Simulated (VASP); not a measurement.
# ScAl3 (I4/mmm) in VASP: further runs

ScAl3 is run at these levels: PBEsol; tasks: single point.

All numbers are computed with VASP 6.6.1; they aren't measurements. Logs are shortened: lines on timing, memory, paths and dates and some standing lists are left out, and cuts for length are marked.

### Step 1. The cell of the first run

Symmetry: I4/mmm, No. 139, tetragonal system. The conventional cell has a = 4.031 Å, b = 4.031 Å, c = 8.740 Å, α = 90.00°, β = 90.00°, γ = 90.00°. Within 3.8 Å of Sc (site symmetry 4/mmm) lie 12 Al at 2.85 to 2.97 Å. Within 3.8 Å of Al (site symmetry -4m2) lie 8 Al at 2.85 to 2.97 Å and 4 Sc at 2.97 Å. Al (site symmetry 4/mmm) has 4 Sc at 2.85 Å and 8 Al at 2.97 Å within 3.8 Å.

### Step 2. Single point, PBEsol (strain +0.0100 x Voigt [1, 1, 0, 0, 0, 0])

Input file INCAR:

```
SYSTEM = ScAl3
PREC = Accurate
ENCUT = 520
EDIFF = 1E-6
ISMEAR = 0
SIGMA = 0.15
LREAL = .False.
LASPH = .True.
NELM = 100
ALGO = Fast
ISIF = 2
LWAVE = .False.
LCHARG = .True.
GGA = PS
LELF = .True.
LVHAR = .True.
NBANDS = 18
```

Input file KPOINTS:

```
regular mesh
0
Gamma
  16 16 16
  0 0 0
```

Input file POSCAR:

```
ScAl3
1.0
   -2.0156962782      2.0156962782      4.3698183015
    2.0156962782     -2.0156962782      4.3698183015
    2.0156962782      2.0156962782     -4.3698183015
Sc Al
1 3
Direct
    0.0000000000      0.0000000000      0.0000000000
    0.7500000000      0.2500000000      0.5000000000
    0.2500000000      0.7500000000      0.5000000000
    0.5000000000      0.5000000000      0.0000000000
```

Potentials or basis: VASP PAW PBE potentials, release 64 (Sc_sv, Al).

On the command line:

```
> cat potpaw_PBE.64/Sc_sv/POTCAR potpaw_PBE.64/Al/POTCAR > POTCAR
> mpirun -np 1 vasp_std > vasp.out
```

OUTCAR:

```text
SYSTEM = ScAl3
   PREC = Accurate
   ENCUT = 520
   EDIFF = 1E-6
   ISMEAR = 0
   LREAL = .False.
   LASPH = .True.
   NELM = 100
   ISIF = 2
   GGA = PS

 ion  position               nearest neighbor table
   1  0.000  0.000  0.000-   4 2.85   4 2.85   4 2.85   4 2.85   3 2.97   2 2.97   3 2.97   3 2.97
                             2 2.97   2 2.97   3 2.97   2 2.97
   2  0.750  0.250  0.500-   3 2.85   3 2.85   3 2.85   3 2.85   4 2.97   1 2.97   4 2.97   1 2.97
                             4 2.97   4 2.97   1 2.97   1 2.97
   3  0.250  0.750  0.500-   2 2.85   2 2.85   2 2.85   2 2.85   4 2.97   1 2.97   4 2.97   4 2.97
                             1 2.97   1 2.97   4 2.97   1 2.97
   4  0.500  0.500  0.000-   1 2.85   1 2.85   1 2.85   1 2.85   3 2.97   2 2.97   3 2.97   2 2.97
                             3 2.97   3 2.97   2 2.97   2 2.97

  LATTYP: Found a body centered tetragonal cell.
 ALAT       =     4.0313925564
 C/A-ratio  =     2.1678952076

  Lattice vectors:

 A1 = (  -2.0156962782,   2.0156962782,   4.3698183015)
 A2 = (   2.0156962782,  -2.0156962782,   4.3698183015)
 A3 = (   2.0156962782,   2.0156962782,  -4.3698183015)

Analysis of symmetry for initial positions (statically):
=====================================================================
 Subroutine PRICEL returns:
 Original cell was already a primitive cell.

 Routine SETGRP: Setting up the symmetry group for a
 body centered tetragonal supercell.

 Subroutine GETGRP returns: Found 16 space group operations
 (whereof 16 operations were pure point group operations)
 out of a pool of 16 trial point group operations.

The static configuration has the point symmetry D_4h.

Analysis of symmetry for dynamics (positions and initial velocities):
=====================================================================
 Subroutine PRICEL returns:
 Original cell was already a primitive cell.

 Routine SETGRP: Setting up the symmetry group for a
 body centered tetragonal supercell.

 Subroutine GETGRP returns: Found 16 space group operations
 (whereof 16 operations were pure point group operations)
 out of a pool of 16 trial point group operations.

The dynamic configuration has the point symmetry D_4h.

 Subroutine INISYM returns: Found 16 space group operations
 (whereof 16 operations are pure point group operations),
 and found     1 'primitive' translations

----------------------------------------------------------------------------------------

                                     Primitive cell

  volume of cell :      71.0188

  direct lattice vectors                    reciprocal lattice vectors
    -2.015696278  2.015696278  4.369818301     0.000000000  0.248053244  0.114421233
     2.015696278 -2.015696278  4.369818301     0.248053244  0.000000000  0.114421233
     2.015696278  2.015696278 -4.369818301     0.248053244  0.248053244  0.000000000

  length of vectors
     5.217410752  5.217410752  5.217410752     0.273171430  0.273171430  0.350800261

  position of ions in fractional coordinates (direct lattice)
     0.000000000  0.000000000  0.000000000
     0.750000000  0.250000000  0.500000000
     0.250000000  0.750000000  0.500000000
     0.500000000  0.500000000  0.000000000

  ion indices of the primitive-cell ions
   primitive index   ion index
                 1           1
                 2           2
                 3           3
                 4           4

----------------------------------------------------------------------------------------

 KPOINTS: regular mesh

Automatic generation of k-mesh.
 Grid dimensions read from file:
 generate k-points for:   16   16   16

 Generating k-lattice:

  Cartesian coordinates                     Fractional coordinates (reciprocal lattice)
     0.000000000  0.015503328  0.007151327     0.062500000  0.000000000  0.000000000
     0.015503328  0.000000000  0.007151327     0.000000000  0.062500000  0.000000000
     0.015503328  0.015503328  0.000000000     0.000000000  0.000000000  0.062500000

  Length of vectors
     0.017073214  0.017073214  0.021925016

  Shift w.r.t. Gamma in fractional coordinates (k-lattice)
     0.000000000  0.000000000  0.000000000

 Subroutine IBZKPT returns following result:
 ===========================================

 Found    349 irreducible k-points:

 Following reciprocal coordinates:
            Coordinates               Weight
  0.000000  0.000000  0.000000      1.000000
  0.062500  0.000000 -0.000000      8.000000
  0.125000  0.000000 -0.000000      8.000000
  0.187500  0.000000 -0.000000      8.000000
  0.250000  0.000000 -0.000000      8.000000
  0.312500  0.000000 -0.000000      8.000000
[... 16 lines left out ...]
 -0.125000  0.062500  0.000000     16.000000
 -0.062500  0.062500  0.000000      4.000000
 [... further k-points ...]
   k-points           NKPTS =    349   k-points in BZ     NKDIM =    349   number of bands    NBANDS=     18
[... 112 lines left out ...]
      2     -20.9350      2.00000
      3     -20.9285      2.00000
      4     -20.9169      2.00000
      5      -2.5460      2.00000
      6       3.0323      2.00000
[... 10 lines left out ...]
     17      11.1584      0.00000
     18      11.6047      0.00000

 k-point     5 :       0.2500    0.0000   -0.0000
  band No.  band energies     occupation
      1     -42.1436      2.00000
      2     -20.9358      2.00000
      3     -20.9342      2.00000
      4     -20.9164      2.00000
      5      -2.2391      2.00000
      6       2.4806      2.00000
[... 10 lines left out ...]
     17      11.1647      0.00000
     18      11.6162      0.00000

 k-point     6 :       0.3125    0.0000   -0.0000
  band No.  band energies     occupation
      1     -42.1433      2.00000
      2     -20.9421      2.00000
      3     -20.9345      2.00000
      4     -20.9159      2.00000
      5      -1.8517      2.00000
      6       1.8140      2.00000
[... 10 lines left out ...]
     17      11.5071      0.00000
     18      11.8752      0.00000

 k-point     7 :       0.3750    0.0000   -0.0000
  band No.  band energies     occupation
      1     -42.1431      2.00000
      2     -20.9478      2.00000
      3     -20.9344      2.00000
      4     -20.9155      2.00000
      5      -1.3900      2.00000
      6       1.1152      2.00000
[... 10 lines left out ...]
     17      11.5921      0.00000
     18      12.1742      0.00000

 k-point     8 :       0.4375    0.0000   -0.0000
  band No.  band energies     occupation
      1     -42.1429      2.00000
      2     -20.9516      2.00000
      3     -20.9343      2.00000
      4     -20.9153      2.00000
      5      -0.8667      2.00000
      6       0.4386      2.00000
[... 10 lines left out ...]
     17      11.5028      0.00000
     18      11.9035      0.00000
[... 229 lines left out ...]
     17      11.6418      0.00000
     18      11.7427      0.00000

 k-point    20 :      -0.3125    0.0625    0.0000
  band No.  band energies     occupation
      1     -42.1433      2.00000
      2     -20.9419      2.00000
      3     -20.9342      2.00000
      4     -20.9172      2.00000
      5      -1.8824      2.00000
      6       1.9773      2.00000
[... 10 lines left out ...]
     17      11.2311      0.00000
     18      11.7631      0.00000

 k-point    21 :      -0.2500    0.0625    0.0000
  band No.  band energies     occupation
      1     -42.1436      2.00000
      2     -20.9354      2.00000
      3     -20.9341      2.00000
      4     -20.9177      2.00000
      5      -2.2558      2.00000
      6       2.6770      2.00000
[... 10 lines left out ...]
     17      11.0031      0.00000
     18      11.5762      0.00000

 k-point    22 :      -0.1875    0.0625    0.0000
  band No.  band energies     occupation
      1     -42.1439      2.00000
      2     -20.9346      2.00000
      3     -20.9284      2.00000
      4     -20.9182      2.00000
      5      -2.5478      2.00000
      6       3.3073      2.00000
[... 10 lines left out ...]
     17      11.0105      0.00000
     18      11.6609      0.00000

 k-point    23 :      -0.1250    0.0625    0.0000
  band No.  band energies     occupation
      1     -42.1441      2.00000
      2     -20.9348      2.00000
      3     -20.9227      2.00000
      4     -20.9186      2.00000
      5      -2.7546      2.00000
      6       3.7975      2.00000
[... 10 lines left out ...]
     17      11.2781      0.00000
     18      11.7631      0.00000

 k-point    24 :      -0.0625    0.0625    0.0000
  band No.  band energies     occupation
      1     -42.1443      2.00000
      2     -20.9350      2.00000
      3     -20.9190      2.00000
      4     -20.9188      2.00000
      5      -2.8734      2.00000
      6       4.1029      2.00000
[... 10 lines left out ...]
     17      11.1749      0.00000
     18      12.3281      0.00000

 [... further k-points ...]

------------------------ aborting loop because EDIFF is reached ----------------------------------------

  FORCE on cell =-STRESS in cart. coord.  units (eV):
  Direction    XX          YY          ZZ          XY          YZ          ZX
  --------------------------------------------------------------------------------------
  -------------------------------------------------------------------------------------
  Total       -0.9208787     -0.9208787     -0.3023473      0.0000000      0.0000000      0.0000000
  in kB      -20.7749235    -20.7749235     -6.8209222      0.0000000      0.0000000      0.0000000
  external PRESSURE =     -16.1235897 kB  Pullay stress =       0.0000000 kB

 VOLUME and BASIS-vectors are now :
 -----------------------------------------------------------------------------
  energy-cutoff  :      520.00
  volume of cell :       71.02
      direct lattice vectors                 reciprocal lattice vectors
    -2.015696278  2.015696278  4.369818301     0.000000000  0.248053244  0.114421233
     2.015696278 -2.015696278  4.369818301     0.248053244  0.000000000  0.114421233
     2.015696278  2.015696278 -4.369818301     0.248053244  0.248053244  0.000000000

 POSITION                                       TOTAL-FORCE (eV/Angst)
 -----------------------------------------------------------------------------------
      0.00000      0.00000      0.00000        -0.000000      0.000000     -0.000000
      0.00000      2.01570      2.18491         0.000000     -0.000000      0.000000
      2.01570      0.00000      2.18491         0.000000     -0.000000     -0.000000
      0.00000      0.00000      4.36982        -0.000000      0.000000     -0.000000
 -----------------------------------------------------------------------------------
    total drift:                               -0.000000     -0.000000      0.000000

  FREE ENERGIE OF THE ION-ELECTRON SYSTEM (eV)
  ---------------------------------------------------
  free  energy   TOTEN  =       -20.3808428422 eV

  energy  without entropy=      -20.3573191837  energy(sigma->0) =      -20.36908101
```

Run time: 18 min. Hardware: 1 thread of Oxide Virtual Turin-like, shared host; peak memory 0.53 GiB.

Results:

* Free energy: -20.3808 eV
* Pressure: -1.6 GPa
* Band gap on the k mesh: zero (bands 10 and 11 overlap by 1.94 eV)

Stress tensor (GPa, compression positive):
```
-2.08  0.00  0.00
 0.00 -2.08  0.00
 0.00  0.00 -0.68
```

Caveat: the cell differs from its parent crystal (strain +0.0100 x Voigt [1, 1, 0, 0, 0, 0]); the PAW data sets were made with another functional, which shifts forces and pressure a little.

### Step 3. Single point, PBEsol (strain +0.0200 x Voigt [1, 1, 0, 0, 0, 0])

Input file INCAR:

```
SYSTEM = ScAl3
ALGO = Fast
EDIFF = 1E-7
ENCUT = 520
GGA = PS
ISIF = 2
ISMEAR = 0
LASPH = .True.
LCHARG = .True.
LELF = .True.
LREAL = .False.
LVHAR = .True.
LWAVE = .False.
NBANDS = 18
NELM = 100
PREC = Accurate
SIGMA = 0.15
```

Input file KPOINTS:

```
k-points
0
Gamma
  16 16 16
  0 0 0
```

Input file POSCAR:

```
ScAl3
1.0
   -2.0356536671      2.0356536671      4.3698183015
    2.0356536671     -2.0356536671      4.3698183015
    2.0356536671      2.0356536671     -4.3698183015
Sc Al
1 3
Direct
    0.0000000000      0.0000000000      0.0000000000
    0.7500000000      0.2500000000      0.5000000000
    0.2500000000      0.7500000000      0.5000000000
    0.5000000000      0.5000000000      0.0000000000
```

Potentials or basis: VASP PAW PBE potentials, release 64 (Sc_sv, Al).

On the command line:

```
> cat potpaw_PBE.64/Sc_sv/POTCAR potpaw_PBE.64/Al/POTCAR > POTCAR
> mpirun -np 1 vasp_std > vasp.out
```

Wall time 17 min (1 thread of Oxide Virtual Turin-like, shared host); peak memory 0.54 GiB.

It converged, with:

```yaml
Free_energy: -20.3540 eV
Pressure: -3.2 GPa
Band_gap_on_the_k_mesh: zero (bands 10 and 11 overlap by 1.90 eV)
```

Stress tensor (GPa, compression positive):
```
-4.04  0.00  0.00
 0.00 -4.04  0.00
 0.00  0.00 -1.45
```

Levels at points of the mesh, in eV from the Fermi level:
```csv
k point,band 7,band 8,band 9,band 10,band 11,band 12,band 13,band 14
"(0.00, 0.00, 0.00)",-2.09,-1.08,-1.08,-0.93,1.25,1.46,1.46,1.65
"(0.50, 0.00, 0.00)",-3.11,-2.71,-0.78,0.38,1.06,1.71,2.48,2.57
"(0.50, 0.50, 0.00)",-4.29,-3.38,-2.45,-1.85,-0.45,2.40,2.84,2.84
"(0.50, 0.50, 0.50)",-1.88,-1.08,-1.08,0.17,1.43,1.43,1.85,3.53
```

Caveat: the cell differs from its parent crystal (strain +0.0200 x Voigt [1, 1, 0, 0, 0, 0]); the cell stands under tension; the PAW data sets were made with another functional, which shifts forces and pressure a little.

### Step 4. Single point, PBEsol (strain +0.0300 x Voigt [1, 1, 0, 0, 0, 0])

Input file INCAR:

```
ALGO = Fast ; EDIFF = 1E-6
ENCUT = 520 ; GGA = PS
ISIF = 2 ; ISMEAR = 0
LASPH = True ; LCHARG = True
LELF = True ; LREAL = False
LVHAR = True ; LWAVE = False
NBANDS = 18 ; NELM = 100
PREC = Accurate ; SIGMA = 0.15
```

Input file KPOINTS:

```
k-points
0
Gamma
  16 16 16
```

Input file POSCAR:

```
ScAl3
1.0
   -2.0556110560      2.0556110560      4.3698183015
    2.0556110560     -2.0556110560      4.3698183015
    2.0556110560      2.0556110560     -4.3698183015
Sc Al
1 3
Direct
    0.0000000000      0.0000000000      0.0000000000
    0.7500000000      0.2500000000      0.5000000000
    0.2500000000      0.7500000000      0.5000000000
    0.5000000000      0.5000000000      0.0000000000
```

On the command line:

```
> cat potpaw_PBE.64/Sc_sv/POTCAR potpaw_PBE.64/Al/POTCAR > POTCAR
> mpirun -np 1 vasp_std > vasp.out
```

Wall time 17 min (1 thread of Oxide Virtual Turin-like, shared host); peak memory 0.54 GiB.

It converged, with:

```
Free energy            : -20.3103 eV
Pressure               : -4.6 GPa
Band gap on the k mesh : zero (bands 10 and 11 overlap by 1.86 eV)
```

Stress tensor (GPa, compression positive):
```
-5.79  0.00  0.00
 0.00 -5.79  0.00
 0.00  0.00 -2.15
```

Levels at points of the mesh, in eV from the Fermi level:
| k point | band 6 | band 7 | band 8 | band 9 | band 10 | band 11 | band 12 | band 13 | band 14 | band 15 |
| --- | --- | --- | --- | --- | --- | --- | --- | --- | --- | --- |
| (0.00, 0.00, 0.00) | -2.30 | -2.01 | -1.10 | -1.10 | -0.93 | 1.08 | 1.38 | 1.38 | 1.60 | 2.22 |
| (0.50, 0.00, 0.00) | -6.45 | -3.06 | -2.69 | -0.81 | 0.39 | 1.02 | 1.63 | 2.34 | 2.47 | 3.21 |
| (0.50, 0.50, 0.00) | -4.97 | -4.28 | -3.34 | -2.47 | -1.84 | -0.42 | 2.31 | 2.73 | 2.84 | 3.03 |
| (0.50, 0.50, 0.50) | -6.88 | -1.93 | -1.14 | -1.14 | 0.15 | 1.39 | 1.39 | 1.80 | 3.47 | 4.40 |

Caveat: the cell differs from its parent crystal (strain +0.0300 x Voigt [1, 1, 0, 0, 0, 0]); the cell stands under tension; the PAW data sets were made with another functional, which shifts forces and pressure a little.

### Step 5. Single point, PBEsol (strain +0.0350 x Voigt [1, 1, 0, 0, 0, 0])

Input file INCAR:

```
SYSTEM = ScAl3
PREC = Accurate
ENCUT = 520
EDIFF = 1E-7
ISMEAR = 0
SIGMA = 0.15
LREAL = .False.
LASPH = .True.
NELM = 80
ALGO = Fast
ISIF = 2
LWAVE = .False.
LCHARG = .True.
GGA = PS
LELF = .True.
LVHAR = .True.
NBANDS = 18
```

Input file KPOINTS:

```
Automatic mesh
0
Gamma
  16 16 16
  0 0 0
```

Input file POSCAR:

```
ScAl3
1.0
   -2.0655897504      2.0655897504      4.3698183015
    2.0655897504     -2.0655897504      4.3698183015
    2.0655897504      2.0655897504     -4.3698183015
Sc Al
1 3
Direct
    0.0000000000      0.0000000000      0.0000000000
    0.7500000000      0.2500000000      0.5000000000
    0.2500000000      0.7500000000      0.5000000000
    0.5000000000      0.5000000000      0.0000000000
```

On the command line:

```
> cat potpaw_PBE.64/Sc_sv/POTCAR potpaw_PBE.64/Al/POTCAR > POTCAR
> mpirun -np 1 vasp_std > vasp.out
```

Run time: 24 min. Hardware: 1 thread of Oxide Virtual Turin-like, shared host; peak memory 0.55 GiB.

Results (log left out):

```
Free energy            : -20.2827 eV
Pressure               : -5.2 GPa
Band gap on the k mesh : zero (bands 10 and 11 overlap by 1.85 eV)
```

Stress tensor (GPa, compression positive):
```
-6.59  0.00  0.00
 0.00 -6.59  0.00
 0.00  0.00 -2.49
```

Levels at points of the mesh, in eV from the Fermi level:
```tsv
k point	band 8	band 9	band 10	band 11	band 12	band 13
(0.00, 0.00, 0.00)	-1.11	-1.11	-0.93	1.00	1.34	1.34
(0.50, 0.00, 0.00)	-2.68	-0.83	0.39	1.00	1.59	2.27
(0.50, 0.50, 0.00)	-3.32	-2.47	-1.83	-0.41	2.26	2.68
(0.50, 0.50, 0.50)	-1.17	-1.17	0.14	1.37	1.37	1.77
```

Caveat: the cell differs from its parent crystal (strain +0.0350 x Voigt [1, 1, 0, 0, 0, 0]); the cell stands under tension; the PAW data sets were made with another functional, which shifts forces and pressure a little.

### Step 6. Summary

```csv
cell,further INCAR settings,gap on the mesh (eV),pressure (GPa)
"a = 5.217 Å, angles 134.5, 134.5, 66.2°, 4 atoms",ALGO = Fast; EDIFF = 1e-06; NBANDS = 18,none,-1.6
"a = 5.233 Å, angles 134.2, 134.2, 66.8°, 4 atoms",ALGO = Fast; EDIFF = 1e-07; NBANDS = 18,none,-3.2
"a = 5.248 Å, angles 133.9, 133.9, 67.3°, 4 atoms",ALGO = Fast; EDIFF = 1e-06; NBANDS = 18,none,-4.6
"a = 5.256 Å, angles 133.7, 133.7, 67.5°, 4 atoms",ALGO = Fast; EDIFF = 1e-07; NBANDS = 18,none,-5.2
```

Alike in all rows: task single point; level PBEsol; potentials or basis VASP PAW PBE potentials, release 64 (Sc_sv, Al); no spin polarisation; k mesh 16 × 16 × 16; cutoff (eV) 520; smearing gaussian 0.15 eV.

Caveats: the PAW data sets were made with another functional, which shifts forces and pressure a little; the cell stands under tension (at least some runs).

Absolute energies hang on the potentials; compare differences alone.
